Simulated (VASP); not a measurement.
Here is a VASP 6.6.1 calculation.

Contents of INCAR:

```
PREC = Accurate ; ENCUT = 520
EDIFF = 1E-7 ; ISMEAR = 0
SIGMA = 0.02 ; LREAL = Auto
LASPH = True ; NELM = 100
ALGO = Normal ; ISIF = 2
LWAVE = False ; LCHARG = False
GGA = PE ; NBANDS = 48
```

KPOINTS

```
regular mesh
0
Gamma
  2 2 2
```

Contents of POSCAR:

```
Si
1.0
    0.0000000000      5.4300000000      5.4300000000
    5.4300000000      0.0000000000      5.4300000000
    5.4300000000      5.4300000000      0.0000000000
Si
17
Direct
   -0.0010000921      0.0161389503     -0.0079930939
    0.1393829650      0.1215711786      0.1173091160
    0.0326430939     -0.0105267035      0.4891093923
    0.1408116022      0.1212145488      0.6210670350
   -0.0025854512      0.4929570902     -0.0075272560
    0.0513352670      0.6496185083      0.1488695212
   -0.0001039595      0.4920886740      0.5151601289
    0.1396925414      0.6175017495      0.6210271639
    0.5109902394      0.0020773481     -0.0133090239
    0.6258271639      0.1623267956      0.1022595764
    0.5123547882     -0.0007256906      0.4997328729
    0.6588174033      0.1135916206      0.6130487109
    0.4344400552      0.5224978821      0.0225277164
    0.6232297422      0.6099789134      0.1076831492
    0.5113912523      0.4872188766      0.5016949355
    0.6270787293      0.6022779926      0.6629533149
    0.6299809392      0.7904131676      0.2915325046
```

Potentials or basis: VASP PAW PBE potentials, release 64 (Si).

Command:

```sh
$ cat potpaw_PBE.64/Si/POTCAR > POTCAR
$ mpirun -np 1 vasp_std > vasp.out
```

(1) Estimate the pressure.

(2) Estimate the band gap on the k mesh.

(3) Estimate the largest force.

Answers

(1) 4.4 GPa.

(2) zero (band 34 reaches 6.76 eV, above the bottom of band 35 at 6.69 eV).

(3) 0.045 eV/Å.

Caveat: the k points lie up to 0.50 Å⁻¹ apart.
